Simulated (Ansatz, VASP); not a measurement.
# One calculation of SnO, two programs

Contents of INCAR:

```
PREC = Accurate
ENCUT = 520
EDIFF = 1E-6
ISMEAR = 0
SIGMA = 0.05
LREAL = F
LASPH = T
NELM = 100
ALGO = Normal
ISIF = 2
LWAVE = F
LCHARG = T
LDIPOL = T
IDIPOL = 3
DIPOL = 0.5 0.5 0.399
GGA = PE
IVDW = 12
LELF = T
LVHAR = T
LVACPOTAV = T
NBANDS = 50
```

File KPOINTS:

```
regular mesh
0
Gamma
  7 7 1
```

POSCAR

```
SnO
1.0
    3.8201528477      0.0002954339      0.0000000000
   -0.0003145169      3.8201528461      0.0000000000
    0.0000000000      0.0000000000     22.2260749922
Sn O
4 4
Direct
    0.9999452930      0.9999452930      0.2024648977
    0.4999452930      0.4999452930      0.3087831522
    0.4999452930      0.9999452930      0.4887519501
   -0.0000547070      0.4999452930      0.5950702046
    0.9999461076      0.4999461076      0.2556240249
    0.4999461076      0.9999461076      0.2556240249
    0.4999461076      0.4999461076      0.5419110773
   -0.0000538924      0.9999461076      0.5419110773
```

Input for Ansatz:

```yaml
crystal:
  lattice:
    - [3.8201528477, 0.0002954339, 0.0]
    - [-0.0003145169, 3.8201528461, 0.0]
    - [0.0, 0.0, 22.2260749922]
  atoms:
    - { symbol: Sn, position: [0.999945293, 0.999945293, 0.2024648977] }
    - { symbol: O, position: [0.9999461076, 0.4999461076, 0.2556240249] }
    - { symbol: O, position: [0.4999461076, 0.9999461076, 0.2556240249] }
    - { symbol: Sn, position: [0.499945293, 0.499945293, 0.3087831522] }
    - { symbol: Sn, position: [0.499945293, 0.999945293, 0.4887519501] }
    - { symbol: O, position: [0.4999461076, 0.4999461076, 0.5419110773] }
    - { symbol: O, position: [-5.38924e-05, 0.9999461076, 0.5419110773] }
    - { symbol: Sn, position: [-5.4707e-05, 0.499945293, 0.5950702046] }
basis:
  ecutwfc: 420
kpoints:
  mp_grid: { grid: [7, 7, 1] }
hamiltonian:
  xc: pbe
  pseudopotentials: { kind: paw, azcp: { folder: soft_1 } }
  dispersion: d3bj
scf:
  occupations: { method: gaussian, width: 0.05 }
output:
  forces: true
  eigenvalues: true
efield:
  axis: 3
  dipole_correction: true
  ramp_width: 0.04
```

Alike in both runs: task single point; functional PBE; dispersion D3(BJ); k mesh 7 × 7 × 1; occupations gaussian, width 0.05 eV; no spin polarisation.

|  | VASP | Ansatz |
| --- | --- | --- |
| version | VASP 6.6.1 | Ansatz 0.2.0 |
| potentials or method | VASP PAW PBE potentials, release 64 (Sn_d, O), cutoff 520 eV | scalar-relativistic, plane waves, PAW |
| valence electrons in the cell | 80 | 80 |

```csv
,VASP,Ansatz,Ansatz less VASP
gap on the k mesh at the Fermi level (eV),2.32,2.33,+0.006
least direct gap on the mesh (eV),2.53,2.56,+0.038
rms of the force components (eV/Å),0.042,0.010,-0.0325
```

Ansatz's warnings: structure snapped to symmetry.
